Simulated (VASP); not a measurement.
Runs of VASP 6.6.1 on TiAl3. The structure is that of space group I4/mmm (No. 139), or close to it. The cells are those of the table. 

```tsv
cell	gap on the mesh (eV)	pressure (GPa)
a = 3.701, b = 3.701, c = 8.654 Å, 8 atoms	none	6.5
a = 3.930, b = 3.930, c = 8.811 Å, 8 atoms	none	(b)
a = 3.816, b = 3.816, c = 8.640 Å, 8 atoms	none	-1.0
a = 3.816, b = 3.816, c = 8.297 Å, 8 atoms	none	3.7
a = 3.816, b = 3.816, c = 8.554 Å, 8 atoms	none	(a)
```

Alike in all rows: task single point; level PBEsol; potentials or basis VASP PAW PBE potentials, release 64 (Ti_sv, Al); no spin polarisation; k mesh 10 × 10 × 4; cutoff (eV) 520; smearing gaussian 0.1 eV.

Question: Fill in the values left out.

Answer: (a) 0.1; (b) -8.2.

Caveats: the PAW data sets were made with another functional, which shifts forces and pressure a little; the cell stands under pressure (at least some runs); the cell stands under tension (at least some runs).

A gap of «none» marks levels without a gap at the run's occupations.
